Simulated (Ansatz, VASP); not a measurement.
## Rh in VASP and in Ansatz

```xyz
2
Lattice="2.6696 0.0000 0.0000 -1.3348 2.3119 0.0000 0.0000 0.0000 4.3033" Properties=species:S:1:pos:R:3 pbc="T T T"
Rh    0.0000    1.5413    1.0758
Rh    1.3348    0.7706    3.2275
```

Alike in both runs: task single point; functional LDA; k mesh 16 × 16 × 9; occupations fermi-dirac, width 0.08 eV; no spin polarisation.

|  | VASP | Ansatz |
| --- | --- | --- |
| version | VASP 6.6.1 | Ansatz 0.2.0 |
| potentials or method | VASP PAW LDA potentials, release 64 (Rh_pv), cutoff 520 eV | all-electron LAPW, scalar-relativistic |

|  | VASP | Ansatz | Ansatz less VASP |
| --- | --- | --- | --- |
| pressure (GPa) | 0.9 | 0.0 | -0.85 |

LDA's correlation is that of Perdew and Zunger in VASP and of Perdew and Wang (1992) in Ansatz. Ansatz ran all-electron here, and VASP with PAW potentials.
